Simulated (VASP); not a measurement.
Input of a VASP 6.6.1 run:

File INCAR:

```
PREC = Accurate
ENCUT = 600
EDIFF = 1E-6
ISMEAR = -1
SIGMA = 0.15
LREAL = False
LASPH = True
NELM = 200
ALGO = Normal
ISIF = 2
LWAVE = False
LCHARG = True
ISPIN = 2
MAGMOM = 2.1 2.1 0 0 0 0
LORBIT = 11
LMAXMIX = 4
LDAU = True
LDAUTYPE = 1
LDAUL = 2 -1
LDAUU = 4.9 0
LDAUJ = 0.9 0
LDAUPRINT = 1
GGA = PS
LELF = True
LVHAR = True
NBANDS = 37
GGA_COMPAT = False
```

Contents of KPOINTS:

```
regular mesh
0
Gamma
  5 4 7
```

Contents of POSCAR:

```
CrO2
1.0
    4.4480510100      0.0000000000      0.0000000000
    0.0000000000      4.5292350100      0.0000000000
    0.0000000000      0.0000000000      2.9859640000
Cr O
2 4
Direct
    0.5000000000      0.5000000000      0.5000000000
    0.0000000000      0.0000000000      0.0000000000
    0.7929690000      0.1898170000      0.5000000000
    0.2070310000      0.8101830000      0.5000000000
    0.2929690000      0.3101830000      0.0000000000
    0.7070310000      0.6898170000      0.0000000000
```

Potentials or basis: VASP PAW PBE potentials, release 64 (Cr_pv, O).

Launch:

```sh
$ cat potpaw_PBE.64/Cr_pv/POTCAR potpaw_PBE.64/O/POTCAR > POTCAR
$ mpirun -np 1 vasp_std > vasp.out
```

(1) Predict the pressure.

(2) Predict the site moments.

(3) Estimate the net moment.

Answers

(1) -7.6 GPa.

(2) Cr +2.44; O -0.22 μB.

(3) 4.00 μB per cell.

Caveat: the cell stands under tension; the PAW data sets were made with another functional, which shifts forces and pressure a little.
